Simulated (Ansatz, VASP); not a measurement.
# Two plane-wave programs on B4Cl3

```
B Cl
1.0
     5.54211    0.00000    0.00000
    -2.77105    4.79960    0.00000
     0.00000    0.00000    7.61051
B Cl
4 3
Direct
  0.33333 0.66667 0.75303
  0.33333 0.66667 0.24697
  0.66667 0.33333 0.24697
  0.66667 0.33333 0.75303
  0.33333 0.66667 0.00000
  0.66667 0.33333 0.00000
  0.00000 0.00000 0.00000
```

Alike in both runs: functional PBE; k mesh 6 × 6 × 2; occupations gaussian, width 0.1 eV; no spin polarisation.

Ansatz relaxed the structure, and its values are those at the end. VASP's run is a single point on that final structure, the one shown.

|  | VASP | Ansatz |
| --- | --- | --- |
| version | VASP 6.6.1 | Ansatz 0.2.0 |
| potentials or method | VASP PAW PBE potentials, release 64 (B, Cl), cutoff 520 eV | scalar-relativistic, plane waves, PAW |
| valence electrons in the cell | 33 | 33 |

VASP gave:

```
gap on the k mesh at the Fermi level (eV) : none
pressure (GPa)                            : -0.1
rms of the force components (eV/Å)        : 0.009
```

Problem. Which values does Ansatz return?

Solution. gap on the k mesh at the Fermi level (eV): none; pressure (GPa): -0.1; rms of the force components (eV/Å): 0.007.

A gap of «none» marks a metal or a gap that the smearing closes. With one functional, cell and mesh, what is left measures potentials, basis and numerics.

The k mesh is coarse, so the values compare programs but aren't converged.
